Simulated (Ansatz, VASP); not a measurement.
**AgCl in VASP and in Ansatz**

File INCAR:

```
SYSTEM = AgCl
PREC     = Accurate       ! precision mode
ENCUT    = 520            ! plane-wave cutoff, eV
EDIFF    = 1E-6           ! SCF threshold, eV
ISMEAR   = 0              ! smearing method
SIGMA    = 0.05           ! smearing width, eV
LREAL    = .False.        ! projectors in reciprocal space
LASPH    = .True.         ! aspherical terms in the spheres
NELM     = 80             ! most SCF steps
ALGO     = Normal         ! electronic algorithm
ISIF     = 2              ! what is computed and relaxed
LWAVE    = .False.        ! write WAVECAR
LCHARG   = .False.        ! write CHGCAR
GGA      = PE             ! functional
NBANDS   = 16             ! bands
```

KPOINTS

```
regular mesh
0
Gamma
  8 8 8
  0 0 0
```

Contents of POSCAR:

```
AgCl
1.0
    0.0000000000      2.6937819368      2.6937819368
    2.6937819368      0.0000000000      2.6937819368
    2.6937819368      2.6937819368      0.0000000000
Ag Cl
1 1
Direct
    0.5000000000      0.5000000000      0.5000000000
    0.0000000000      0.0000000000      0.0000000000
```

Input for Ansatz:

```yaml
crystal:
  lattice:
    - [0.0, 2.6937819368, 2.6937819368]
    - [2.6937819368, 0.0, 2.6937819368]
    - [2.6937819368, 2.6937819368, 0.0]
  atoms:
    - { symbol: Ag, position: [0.5, 0.5, 0.5] }
    - { symbol: Cl, position: [0.0, 0.0, 0.0] }
basis:
  ecutwfc: 420
kpoints:
  mp_grid: { grid: [8, 8, 8] }
hamiltonian:
  xc: pbe
scf:
  occupations: { method: gaussian, width: 0.05 }
output:
  forces: true
  stress: true
  eigenvalues: true
```

Change from the starting cell: strain -0.040 along x and y, -0.040 along z, atoms carried along.

Alike in both runs: task single point; functional PBE; k mesh 8 × 8 × 8; occupations gaussian, width 0.05 eV; no spin polarisation.

|  | VASP | Ansatz |
| --- | --- | --- |
| version | VASP 6.6.1 | Ansatz 0.2.0 |
| potentials or method | VASP PAW PBE potentials, release 64 (Ag, Cl), cutoff 520 eV | scalar-relativistic, plane waves, PAW |
| valence electrons in the cell | 18 | 26 |

Ansatz gave:

- gap on the k mesh at the Fermi level (eV): 0.91
- least direct gap on the mesh (eV): 3.49
- pressure (GPa): 7.1

Problem. Estimate VASP's values.

Solution. gap on the k mesh at the Fermi level (eV): 0.90; least direct gap on the mesh (eV): 3.49; pressure (GPa): 6.9.

VASP's potentials hold 18 valence electrons a cell and Ansatz's 26, so a difference there can come from the potentials and not from the codes.
